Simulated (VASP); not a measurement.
Crystal: Li2Se.

```
Li Se
1.0
     0.00000    3.00250    3.00250
     3.00250    0.00000    3.00250
     3.00250    3.00250    0.00000
Li Se
2 1
Direct
  0.25000 0.25000 0.25000
  0.75000 0.75000 0.75000
  0.00000 0.00000 0.00000
```

Base run:

| Quantity | Value |
| --- | --- |
| Program | VASP 6.6.1 |
| Functional | PBE |
| Dispersion | D3(BJ) |
| Potentials or basis | VASP PAW PBE potentials, release 64 (Li_sv, Se) |
| Cutoff | 750 eV |
| k mesh | 8 × 8 × 8 |
| Occupations | gaussian, width 0.05 eV |
| Spin | no spin polarisation |

Its results: band gap on the k mesh 2.97 eV, indirect (least direct gap 3.38 eV); pressure -2.6 GPa.

**Question.** The run is repeated on the same cell with these changes: dispersion from D3(BJ) to none. What comes out?

**Answer.** Band gap on the k mesh 2.97 eV, indirect (least direct gap 3.38 eV); pressure 0.0 GPa.

Dispersion adds attraction, which lowers the pressure at fixed volume and, as a term added to the energy, leaves the levels alone.

Caveats: three body term missing (some runs).

A k mesh can miss the band edges.
